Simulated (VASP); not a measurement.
Runs of VASP 6.6.1 on KI. The structure is that of space group Fm-3m (No. 225), or close to it. The cells are those of the table. 

```tsv
task	level	potentials or basis	cell	cutoff (eV)	gap on the mesh (eV)	pressure (GPa)	relaxed volume (Å³/atom)
single point	PBE	VASP PAW PBE potentials, release 64 (I, K_sv)	a = 5.074 Å, angles 60.0°, 2 atoms	520	3.86	0.1	-
relaxation of cell and atoms	PBEsol	VASP PAW PBE potentials, release 64 (I, K_sv)	relaxed from a = 4.996 Å, angles 60.0°, 2 atoms	600	3.86	0.0	43.17
single point	RPBE	VASP PAW PBE potentials, release 64 (I, K_sv)	a = 5.247 Å, angles 60.0°, 2 atoms	520	3.95	0.0	-
single point	LDA	VASP PAW LDA potentials, release 64 (I, K_sv)	a = 4.825 Å, angles 60.0°, 2 atoms	520	(c)	0.0	-
relaxation of cell and atoms	LDA	VASP PAW LDA potentials, release 64 (I, K_sv)	relaxed from a = 4.996 Å, angles 60.0°, 2 atoms	600	3.86	-0.1	39.94
single point	BLYP	VASP PAW PBE potentials, release 64 (I, K_sv)	a = 5.182 Å, angles 60.0°, 2 atoms	520	3.74	0.0	-
single point	revPBE	VASP PAW PBE potentials, release 64 (I, K_sv)	a = 5.223 Å, angles 60.0°, 2 atoms	520	3.95	0.0	-
relaxation of cell and atoms	PBE	VASP PAW PBE potentials, release 64 (I, K_sv)	relaxed from a = 4.996 Å, angles 60.0°, 2 atoms	600	3.84	0.0	46.61
single point	RPBE+D3(BJ)	VASP PAW PBE potentials, release 64 (I, K_sv)	a = 4.468 Å, angles 60.0°, 2 atoms	520	(b)	0.1	-
relaxation of cell and atoms	RPBE	VASP PAW PBE potentials, release 64 (I, K_sv)	relaxed from a = 4.996 Å, angles 60.0°, 2 atoms	600	3.94	0.0	51.20
single point	RPBE+D4	VASP PAW PBE potentials, release 64 (I, K_sv)	a = 5.076 Å, angles 60.0°, 2 atoms	520	(a)	0.0	-
```

Alike in all rows: no spin polarisation; k mesh 7 × 7 × 7; smearing fermi-dirac 0.05 eV.

Question: Estimate the missing entries.

Answer: (a) 4.17; (b) 4.34; (c) 3.87.

Caveats: spin-orbit coupling is left out, which moves the levels of the heavy elements; an odd mesh through Γ misses points on the zone boundary, where band edges can lie (at least some runs); the PAW data sets were made with another functional, which shifts forces and pressure a little (at least some runs); the dispersion term is far too large for a dense solid, which distorts pressure and volume (at least some runs); the volume moved by over 15 % at a fixed basis, so the end points are rough (at least some runs).

A k mesh can miss the band edges, and the runs leave out spin-orbit coupling on I.
